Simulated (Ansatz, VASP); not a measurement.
One calculation of ScZnI2, two programs

```
CELL_PARAMETERS angstrom
0.00000 5.20166 5.20166
5.20166 0.00000 5.20166
5.20166 5.20166 0.00000
ATOMIC_POSITIONS crystal
Sc 0.50000 0.50000 0.50000
Sc 0.75000 0.75000 0.75000
Zn 0.25000 0.25000 0.25000
Zn 0.00000 0.00000 0.00000
I 0.12500 0.12500 0.12500
I 0.12500 0.12500 0.62500
I 0.12500 0.62500 0.12500
I 0.62500 0.12500 0.12500
```

Alike in both runs: task single point; functional PBE; k mesh 4 × 4 × 4; occupations gaussian, width 0.1 eV; no spin polarisation.

```csv
,VASP,Ansatz
version,VASP 6.6.1,Ansatz 0.2.0
potentials or method,"VASP PAW PBE potentials, release 64 (Sc_sv, Zn, I), cutoff 520 eV","scalar-relativistic, plane waves, PAW"
valence electrons in the cell,74,114
```

```tsv
	VASP	Ansatz	Ansatz less VASP
gap on the k mesh at the Fermi level (eV)	none	none	-
pressure (GPa)	17.3	15.6	-1.75
```

A gap of «none» marks a metal or a gap that the smearing closes. With one functional, cell and mesh, what is left measures potentials, basis and numerics. VASP's potentials hold 74 valence electrons a cell and Ansatz's 114, so a difference there can come from the potentials and not from the codes.

Neither program's run includes spin-orbit coupling.
